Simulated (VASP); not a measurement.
# Re (P6_3/mmc) in VASP: notebook

The runs below take Re through single point, with PBE.

Program: VASP 6.6.1. These are calculated values, not measurements. Logs are shortened: lines on timing, memory, paths and dates and some standing lists are left out, and cuts for length are marked.

## Step 1: The cell of the first run

The structure is hexagonal, space group P6_3/mmc (No. 194). Conventional cell: a = 2.777 Å, b = 2.777 Å, c = 4.479 Å, α = 90.00°, β = 90.00°, γ = 120.00°. Re (site symmetry -6m2) has 12 Re at 2.75 to 2.78 Å within 3.6 Å.

## Step 2: Single point, PBE

Contents of INCAR:

```
ALGO = Normal
EDIFF = 1E-7
ENCUT = 520
GGA = PE
ISIF = 2
ISMEAR = 0
LASPH = True
LCHARG = True
LELF = True
LREAL = False
LVHAR = True
LWAVE = False
NBANDS = 14
NELM = 60
PREC = Accurate
SIGMA = 0.03
```

Contents of KPOINTS:

```
k-points
0
Gamma
  13 13 7
```

Contents of POSCAR:

```
Re
1.0
    2.7768706464      0.0000000000      0.0000000000
   -1.3884353232      2.4048405228      0.0000000000
    0.0000000000      0.0000000000      4.4788142384
Re
2
Direct
    0.3333333333      0.6666666667      0.2500000000
    0.6666666667      0.3333333333      0.7500000000
```

Potentials or basis: VASP PAW PBE potentials, release 64 (Re).

Started as:

```
$ cat potpaw_PBE.64/Re/POTCAR > POTCAR
$ mpirun -np 1 vasp_std > vasp.out
```

OUTCAR:

```text
EDIFF = 1E-7
   ENCUT = 520
   GGA = PE
   ISIF = 2
   ISMEAR = 0
   LASPH = True
   LREAL = False
   NELM = 60
   PREC = Accurate

 ion  position               nearest neighbor table
   1  0.333  0.667  0.250-   2 2.75   2 2.75   2 2.75   2 2.75   2 2.75   2 2.75
   2  0.667  0.333  0.750-   1 2.75   1 2.75   1 2.75   1 2.75   1 2.75   1 2.75

  LATTYP: Found a hexagonal cell.
 ALAT       =     2.7768706464
 C/A-ratio  =     1.6128998462

  Lattice vectors:

 A1 = (   2.7768706464,   0.0000000000,   0.0000000000)
 A2 = (  -1.3884353232,   2.4048405228,   0.0000000000)
 A3 = (   0.0000000000,   0.0000000000,   4.4788142384)

Analysis of symmetry for initial positions (statically):
=====================================================================
 Subroutine PRICEL returns:
 Original cell was already a primitive cell.

 Routine SETGRP: Setting up the symmetry group for a
 hexagonal supercell.

 Subroutine GETGRP returns: Found 24 space group operations
 (whereof 12 operations were pure point group operations)
 out of a pool of 24 trial point group operations.

The static configuration has the point symmetry D_3d.
 The point group associated with its full space group is D_6h.

Analysis of symmetry for dynamics (positions and initial velocities):
=====================================================================
 Subroutine PRICEL returns:
 Original cell was already a primitive cell.

 Routine SETGRP: Setting up the symmetry group for a
 hexagonal supercell.

 Subroutine GETGRP returns: Found 24 space group operations
 (whereof 12 operations were pure point group operations)
 out of a pool of 24 trial point group operations.

The dynamic configuration has the point symmetry D_3d.
 The point group associated with its full space group is D_6h.

 Subroutine INISYM returns: Found 24 space group operations
 (whereof 12 operations are pure point group operations),
 and found     1 'primitive' translations

----------------------------------------------------------------------------------------

                                     Primitive cell

  volume of cell :      29.9092

  direct lattice vectors                    reciprocal lattice vectors
     2.776870646  0.000000000  0.000000000     0.360117603  0.207913995  0.000000000
    -1.388435323  2.404840523  0.000000000     0.000000000  0.415827990  0.000000000
     0.000000000  0.000000000  4.478814238     0.000000000  0.000000000  0.223273381

  length of vectors
     2.776870646  2.776870646  4.478814238     0.415827990  0.415827990  0.223273381

  position of ions in fractional coordinates (direct lattice)
     0.333333333  0.666666667  0.250000000
     0.666666667  0.333333333  0.750000000

  ion indices of the primitive-cell ions
   primitive index   ion index
                 1           1
                 2           2

----------------------------------------------------------------------------------------

 KPOINTS: k-points

Automatic generation of k-mesh.
 Grid dimensions read from file:
 generate k-points for:   13   13    7

 Generating k-lattice:

  Cartesian coordinates                     Fractional coordinates (reciprocal lattice)
     0.027701354  0.015993384  0.000000000     0.076923077  0.000000000  0.000000000
     0.000000000  0.031986768  0.000000000     0.000000000  0.076923077  0.000000000
     0.000000000  0.000000000  0.031896197     0.000000000  0.000000000  0.142857143

  Length of vectors
     0.031986768  0.031986768  0.031896197

  Shift w.r.t. Gamma in fractional coordinates (k-lattice)
     0.000000000  0.000000000  0.000000000

 Subroutine IBZKPT returns following result:
 ===========================================

 Found     84 irreducible k-points:

 Following reciprocal coordinates:
            Coordinates               Weight
  0.000000  0.000000  0.000000      1.000000
  0.076923  0.000000  0.000000      6.000000
  0.153846  0.000000  0.000000      6.000000
  0.230769  0.000000  0.000000      6.000000
  0.307692  0.000000  0.000000      6.000000
  0.384615  0.000000  0.000000      6.000000
[... 16 lines left out ...]
  0.076923  0.000000  0.142857     12.000000
  0.153846  0.000000  0.142857     12.000000
 [... further k-points ...]
   k-points           NKPTS =     84   k-points in BZ     NKDIM =     84   number of bands    NBANDS=     14
   number of dos      NEDOS =    301   number of ions     NIONS =      2
   total plane-waves  NPLWV =  20736
   dimension x,y,z NGX =    24 NGY =   24 NGZ =   36
   dimension x,y,z NGXF=    48 NGYF=   48 NGZF=   72
   ions per type =               2
   NGX,Y,Z   is equivalent  to a cutoff of  14.37, 14.37, 13.36 a.u.
   NGXF,Y,Z  is equivalent  to a cutoff of  28.74, 28.74, 26.73 a.u.
 SYSTEM =  unknown system
   PREC   = accura    normal or accurate (medium, high low for compatibility)
   ISTART =      0    job   : 0-new  1-cont  2-samecut
   ICHARG =      2    charge: 1-file 2-atom 10-const
   ISPIN  =      1    spin polarized calculation?
   LNONCOLLINEAR =      F non collinear calculations
   LSORBIT =      F    spin-orbit coupling
   LASPH  =      T    aspherical Exc in radial PAW
   ENCUT  =  520.0 eV  38.22 Ry    6.18 a.u.   5.16  5.16  8.33*2*pi/ulx,y,z
   NELM   =     60;   NELMIN=  2; NELMDL= -5     # of ELM steps
   EDIFF  = 0.1E-06   stopping-criterion for ELM
   LREAL  =      F    real-space projection
   EDIFFG = 0.1E-05   stopping-criterion for IOM
   NSW    =      0    number of steps for IOM
   IBRION =     -1    ionic relax: 0-MD 1-quasi-New 2-CG
   NFREE  =      0    steps in history (QN), initial steepest desc. (CG)
   ISIF   =      2    stress and relaxation
   ISYM   =      2    0-nonsym 1-usesym 2-fastsym
   POTIM  = 0.5000    time-step for ionic-motion
   TEBEG  =    0.0;   TEEND  =   0.0 temperature during run
   PSTRESS=    0.0 pullay stress
   NELECT =      14.0000    total number of electrons
   NUPDOWN=      -1.0000    fix difference up-down
   EMIN   =  10.00;   EMAX   =-10.00  energy-range for DOS
   EFERMI =   0.00;   METHOD = LEGACY
   ISMEAR =     0;   SIGMA  =   0.03  broadening in eV -4-tet -1-fermi 0-gaus
   EFERMI_NEDOS =   21; number of points for ismear=-14 and -15
   IALGO  =     38    algorithm
   IMIX   =      4    mixing-type and parameters
     AMIX     =   0.40;   BMIX     =  1.00
     AMIX_MAG =   1.60;   BMIX_MAG =  1.00
  volume/ion in A,a.u.               =      14.95       100.92
  Fermi-wavevector in a.u.,A,eV,Ry     =   1.271108  2.402046 21.983151  1.615716
  Thomas-Fermi vector in A             =   2.404059
   LORBIT       =      0    0 simple, 1 ext, 2 COOP (PROOUT), +10 PAW based schemes
   GGA     = PE    functional components
   LHFCALC =     F    Hartree Fock is set to
   AEXX    =    0.0000 exact exchange contribution
   IVDW    =     0    specifies the selected vdW correction
   LEPSILON=     F    determine dielectric tensor
   LRPA    =     F    only Hartree local field effects (RPA)
 non-spin polarized calculation
 Gauss-broadening in eV      SIGMA  =   0.03
  energy-cutoff  :      520.00
  volume of cell :       29.91
 maximum number of plane-waves:       821
 NGX is ok and might be reduce to    24
   NGX = 11   NGY = 11   NGZ = 17

 number of electron      14.0000000 magnetization

 Free energy of the ion-electron system (eV)
  ---------------------------------------------------
  ext. energy  EPLUGINS =         0.00000000
  ---------------------------------------------------
  free energy    TOTEN  =       -24.85081613 eV

  energy without entropy =      -24.85001265  energy(sigma->0) =      -24.85041439

 E-fermi :   7.6446     XC(G=0): -13.6403

 val. band max:        7.6297568471   @ k =   0.1538   0.0769   0.2857
 cond. band min:       7.6822382159   @ k =   0.3846   0.1538   0.2857
 fundamental gap:      0.0524813688
 Fermi energy:         7.6446212235

 k-point     1 :       0.0000    0.0000    0.0000
  band No.  band energies     occupation
      1      -2.0687      2.00000
      2       1.1833      2.00000
      3       6.1472      2.00000
      4       6.1472      2.00000
      5       6.1647      2.00000
      6       6.9653      2.00000
      7       6.9653      2.00000
      8       7.8646      0.00000
      9       7.8646      0.00000
     10       8.2854      0.00000
     11      10.9780      0.00000
     12      10.9780      0.00000
     13      17.5042      0.00000
     14      21.8023      0.00000

 k-point     2 :       0.0769    0.0000    0.0000
  band No.  band energies     occupation
      1      -1.8317      2.00000
      2       1.4049      2.00000
      3       5.6376      2.00000
      4       6.3637      2.00000
      5       6.5915      2.00000
      6       6.8092      2.00000
      7       7.1696      2.00000
      8       7.3073      2.00000
      9       7.6853      0.05517
     10       7.8703      0.00000
     11      11.0982      0.00000
     12      11.9693      0.00000
     13      17.4875      0.00000
     14      22.3220      0.00000

 k-point     3 :       0.1538    0.0000    0.0000
  band No.  band energies     occupation
      1      -1.1595      2.00000
      2       1.9806      2.00000
      3       5.0492      2.00000
      4       5.9544      2.00000
      5       6.3493      2.00000
      6       6.9990      2.00000
      7       7.2033      2.00000
      8       7.2573      2.00000
      9       7.5419      2.00000
     10       7.7652      0.00000
     11      11.3595      0.00000
     12      13.7463      0.00000
     13      17.3609      0.00000
     14      23.5663      0.00000
[... 324 lines left out ...]
 k-point    23 :       0.0769    0.0000    0.1429
  band No.  band energies     occupation
      1      -1.5985      2.00000
      2       1.4175      2.00000
      3       5.6316      2.00000
      4       6.2267      2.00000
      5       6.2526      2.00000
      6       6.4058      2.00000
      7       7.0084      2.00000
      8       7.3262      2.00000
      9       8.0599      0.00000
     10       8.1014      0.00000
     11      11.0925      0.00000
     12      11.6942      0.00000
     13      18.4900      0.00000
     14      21.8737      0.00000

 k-point    24 :       0.1538    0.0000    0.1429
  band No.  band energies     occupation
      1      -0.9436      2.00000
      2       2.0147      2.00000
      3       5.0973      2.00000
      4       5.4233      2.00000
      5       6.2087      2.00000
      6       6.6913      2.00000
      7       6.9920      2.00000
      8       7.4921      2.00000
      9       7.9198      0.00000
     10       8.0715      0.00000
     11      11.2992      0.00000
     12      13.0573      0.00000
     13      18.4468      0.00000
     14      23.1670      0.00000

 [... further k-points ...]
[... 5 lines left out ...]
  --------------------------------------------------------------------------------------
  -------------------------------------------------------------------------------------
  Total       -0.1328594     -0.1328594     -0.1514882      0.0000000      0.0000000     -0.0000000
  in kB       -7.1170138     -7.1170138     -8.1149214      0.0000000      0.0000000     -0.0000000
  external PRESSURE =      -7.4496497 kB  Pullay stress =       0.0000000 kB

 VOLUME and BASIS-vectors are now :
 -----------------------------------------------------------------------------
  energy-cutoff  :      520.00
  volume of cell :       29.91
      direct lattice vectors                 reciprocal lattice vectors
     2.776870646  0.000000000  0.000000000     0.360117603  0.207913995  0.000000000
    -1.388435323  2.404840523  0.000000000     0.000000000  0.415827990  0.000000000
     0.000000000  0.000000000  4.478814238     0.000000000  0.000000000  0.223273381

 POSITION                                       TOTAL-FORCE (eV/Angst)
 -----------------------------------------------------------------------------------
     -0.00000      1.60323      1.11970        -0.000000     -0.000000      0.000000
      1.38844      0.80161      3.35911         0.000000      0.000000      0.000000
 -----------------------------------------------------------------------------------
    total drift:                               -0.000000      0.000000     -0.000000

  FREE ENERGIE OF THE ION-ELECTRON SYSTEM (eV)
  ---------------------------------------------------
  free  energy   TOTEN  =       -24.8508161330 eV

  energy  without entropy=      -24.8500126482  energy(sigma->0) =      -24.85041439
```

Wall time 63 s (1 thread of Intel Xeon Platinum 8375C at 2.90GHz (Ice Lake), shared host); peak memory 0.17 GiB.

Results:

```yaml
Free_energy: -24.8508 eV
Pressure: -0.7 GPa
Band_gap_on_the_k_mesh: zero (band 7 reaches 8.84 eV, above the bottom of band 8 at 6.14 eV)
```

Levels at points of the mesh, in eV from the Fermi level:
```
           k point  band 3  band 4  band 5  band 6  band 7  band 8  band 9  band 10  band 11  band 12
(0.00, 0.00, 0.00)   -1.50   -1.50   -1.48   -0.68   -0.68    0.22    0.22     0.64     3.33     3.33
```

Caveat: spin-orbit coupling is left out, which moves the levels of the heavy elements.

## Step 3: Single point, PBE

Contents of INCAR:

```
SYSTEM = Re
PREC = Accurate
ENCUT = 520
EDIFF = 1E-6
ISMEAR = 0
SIGMA = 0.1
LREAL = .FALSE.
LASPH = .TRUE.
NELM = 80
ALGO = Normal
ISIF = 2
LWAVE = .FALSE.
LCHARG = .FALSE.
GGA = PE
NBANDS = 14
```

Contents of KPOINTS:

```
regular mesh
0
G
  13 13 7
  0 0 0
```

POSCAR is that of step 2.

Potentials or basis: VASP PAW PBE potentials, release 64 (Re).

Started as:

```
$ cat potpaw_PBE.64/Re/POTCAR > POTCAR
$ mpirun -np 1 vasp_std > vasp.out
```

Wall time 50 s (1 thread of Intel Xeon Platinum 8375C at 2.90GHz (Ice Lake), shared host); peak memory 0.17 GiB.

Results (log left out):

```yaml
Free_energy: -24.8548 eV
Pressure: -0.8 GPa
Band_gap_on_the_k_mesh: zero (band 7 reaches 8.84 eV, above the bottom of band 8 at 6.14 eV)
```

Stress tensor (GPa, compression positive):
```
-0.72  0.00  0.00
 0.00 -0.72  0.00
 0.00  0.00 -0.84
```

Levels at points of the mesh, in eV from the Fermi level:
```csv
k point,band 5,band 6,band 7,band 8,band 9,band 10
"(0.00, 0.00, 0.00)",-1.50,-0.69,-0.69,0.20,0.20,0.62
```

Caveat: spin-orbit coupling is left out, which moves the levels of the heavy elements.

## Step 4: Single point, PBE

Contents of INCAR:

```
SYSTEM = Re
PREC = Accurate
ENCUT = 520
EDIFF = 1E-6
ISMEAR = 0
SIGMA = 0.2
LREAL = .False.
LASPH = .True.
NELM = 80
ALGO = Normal
ISIF = 2
LWAVE = .False.
LCHARG = .True.
GGA = PE
LELF = .True.
LVHAR = .True.
NBANDS = 14
```

Contents of KPOINTS:

```
regular mesh
0
Gamma
  13 13 7
  0 0 0
```

POSCAR is that of step 3.

Potentials or basis: VASP PAW PBE potentials, release 64 (Re).

Started as:

```
$ cat potpaw_PBE.64/Re/POTCAR > POTCAR
$ mpirun -np 1 vasp_std > vasp.out
```

OUTCAR:

```text
SYSTEM = Re
   PREC = Accurate
   ENCUT = 520
   EDIFF = 1E-6
   ISMEAR = 0
   LREAL = .False.
   LASPH = .True.
   NELM = 80
   ISIF = 2
   GGA = PE

 ion  position               nearest neighbor table
   1  0.333  0.667  0.250-   2 2.75   2 2.75   2 2.75   2 2.75   2 2.75   2 2.75
   2  0.667  0.333  0.750-   1 2.75   1 2.75   1 2.75   1 2.75   1 2.75   1 2.75

  LATTYP: Found a hexagonal cell.
 ALAT       =     2.7768706464
 C/A-ratio  =     1.6128998462

  Lattice vectors:

 A1 = (   2.7768706464,   0.0000000000,   0.0000000000)
 A2 = (  -1.3884353232,   2.4048405228,   0.0000000000)
[... 589 lines left out ...]
     11      11.3000      0.00000
     12      13.0578      0.00000
     13      18.4472      0.00000
     14      23.1673      0.00000

 [... further k-points ...]
[... 5 lines left out ...]
  --------------------------------------------------------------------------------------
  -------------------------------------------------------------------------------------
  Total       -0.1144823     -0.1144823     -0.1277242      0.0000000      0.0000000      0.0000000
  in kB       -6.1325906     -6.1325906     -6.8419325      0.0000000      0.0000000      0.0000000
  external PRESSURE =      -6.3690379 kB  Pullay stress =       0.0000000 kB

 VOLUME and BASIS-vectors are now :
 -----------------------------------------------------------------------------
  energy-cutoff  :      520.00
  volume of cell :       29.91
      direct lattice vectors                 reciprocal lattice vectors
     2.776870646  0.000000000  0.000000000     0.360117603  0.207913995  0.000000000
    -1.388435323  2.404840523  0.000000000     0.000000000  0.415827990  0.000000000
     0.000000000  0.000000000  4.478814238     0.000000000  0.000000000  0.223273381

 POSITION                                       TOTAL-FORCE (eV/Angst)
 -----------------------------------------------------------------------------------
     -0.00000      1.60323      1.11970        -0.000000      0.000000      0.000000
      1.38844      0.80161      3.35911         0.000000     -0.000000      0.000000
 -----------------------------------------------------------------------------------
    total drift:                               -0.000000      0.000000     -0.000000

  FREE ENERGIE OF THE ION-ELECTRON SYSTEM (eV)
  ---------------------------------------------------
  free  energy   TOTEN  =       -24.8668536392 eV

  energy  without entropy=      -24.8348515299  energy(sigma->0) =      -24.85085258
```

Run time: 54 s. Hardware: 1 thread of Intel Xeon Platinum 8375C at 2.90GHz (Ice Lake), shared host; peak memory 0.17 GiB.

What came out:

```
Free energy            : -24.8669 eV
Pressure               : -0.6 GPa
Band gap on the k mesh : zero (band 7 reaches 8.84 eV, above the bottom of band 8 at 6.14 eV)
```

Caveat: spin-orbit coupling is left out, which moves the levels of the heavy elements.

## Step 5: Single point, PBE

Contents of INCAR:

```
ALGO = Normal ; EDIFF = 1E-7
ENCUT = 520 ; GGA = PE
ISIF = 2 ; ISMEAR = 0
LASPH = T ; LCHARG = T
LELF = T ; LREAL = F
LVHAR = T ; LWAVE = F
NBANDS = 14 ; NELM = 60
PREC = Accurate ; SIGMA = 0.3
```

Contents of KPOINTS:

```
k-points
0
Gamma
  13 13 7
```

POSCAR is that of step 4.

Started as:

```
$ cat potpaw_PBE.64/Re/POTCAR > POTCAR
$ mpirun -np 1 vasp_std > vasp.out
```

Run time: 56 s. Hardware: 1 thread of Intel Xeon Platinum 8375C at 2.90GHz (Ice Lake), shared host; peak memory 0.17 GiB.

The run converged. Its results:

```yaml
Free_energy: -24.8872 eV
Pressure: -0.4 GPa
Band_gap_on_the_k_mesh: zero (band 7 reaches 8.84 eV, above the bottom of band 8 at 6.14 eV)
```

Stress tensor (GPa, compression positive):
```
-0.37  0.00  0.00
 0.00 -0.37  0.00
 0.00  0.00 -0.59
```

Levels at points of the mesh, in eV from the Fermi level:
```
           k point  band 5  band 6  band 7  band 8  band 9  band 10
(0.00, 0.00, 0.00)   -1.53   -0.73   -0.73    0.17    0.17     0.59
```

Caveat: spin-orbit coupling is left out, which moves the levels of the heavy elements.

(Continued in part 2 of 2.)
